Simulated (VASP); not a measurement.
Wanted: the native input for a VASP 6.6.1 run.

| Item | Value |
| --- | --- |
| Task | single point |
| Functional | RPBE |
| Dispersion | D3(BJ) |
| Potentials or basis | VASP PAW PBE potentials, release 64 (Ge_d) |
| Cutoff | 520 eV |
| k mesh | 11 × 11 × 11 |
| Occupations | fermi-dirac, width 0.05 eV |
| Spin | no spin polarisation |
| Dipole correction | no |
| Further INCAR settings | ALGO = Normal; EDIFF = 1e-06; NBANDS = 21 |

The structure of Ge lies in POSCAR:

```
Ge
1.0
   -2.4380784910      2.4380784910      1.3171226304
    2.4380784910     -2.4380784910      1.3171226304
    2.4380784910      2.4380784910     -1.3171226304
Ge
2
Direct
    0.5000000000      0.5000000000      0.0000000000
    0.2500000000      0.7500000000      0.5000000000
```

These files were run (other wordings do the same):

INCAR

```
SYSTEM = Ge
PREC = Accurate
ENCUT = 520
EDIFF = 1E-6
ISMEAR = -1
SIGMA = 0.05
LREAL = .False.
LASPH = .True.
NELM = 60
ALGO = Normal
ISIF = 2
LWAVE = .False.
LCHARG = .True.
GGA = RP
IVDW = 12
LELF = .True.
LVHAR = .True.
NBANDS = 21
```

KPOINTS

```
regular mesh
0
Gamma
  11 11 11
  0 0 0
```

Potentials or basis: VASP PAW PBE potentials, release 64 (Ge_d).

Launch:

```sh
$ cat potpaw_PBE.64/Ge_d/POTCAR > POTCAR
$ mpirun -np 1 vasp_std > vasp.out
```

It gave:

```yaml
Pressure: 0.1 GPa
Band_gap_on_the_k_mesh: zero (bands 14 and 15 overlap by 5.93 eV)
Dispersion_energy_per_atom: -2.125 eV
```

Caveat: the dispersion term is far too large for a dense solid, which distorts pressure and volume; the PAW data sets were made with another functional, which shifts forces and pressure a little.

It took 2.3 min on 1 thread of Intel Xeon 8259CL (shared host), peak memory 0.21 GiB.
